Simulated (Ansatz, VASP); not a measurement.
**Pt in VASP and in Ansatz**

```
Pt
1.0
     2.75260    0.00000    0.00000
    -1.37630    2.38382    0.00000
     0.00000    0.00000    9.33057
Pt
4
Direct
  0.00000 0.00000 0.00000
  0.00000 0.00000 0.50000
  0.33333 0.66667 0.75000
  0.66667 0.33333 0.25000
```

Alike in both runs: functional r2SCAN; k mesh 6 × 6 × 2; occupations gaussian, width 0.1 eV; no spin polarisation.

Ansatz relaxed the structure, and its values are those at the end. VASP's run is a single point on that final structure, the one shown.

```csv
,VASP,Ansatz
version,VASP 6.6.1,Ansatz 0.2.0
potentials or method,"VASP PAW PBE potentials, release 64 (Pt), cutoff 520 eV","scalar-relativistic, plane waves, PAW"
valence electrons in the cell,40,72
```

Ansatz gave:

| Quantity | Value |
| --- | --- |
| gap on the k mesh at the Fermi level (eV) | none |
| pressure (GPa) | 0.0 |

Question: What did VASP give for the same quantities?

Answer: gap on the k mesh at the Fermi level (eV): none; pressure (GPa): 0.7.

VASP's potentials were made for PBE, not for r2SCAN. A gap of «none» marks a metal or a gap that the smearing closes. VASP's potentials hold 40 valence electrons a cell and Ansatz's 72, so a difference there can come from the potentials and not from the codes.

The k mesh is coarse, so the values compare programs but aren't converged. Spin-orbit coupling is off throughout.
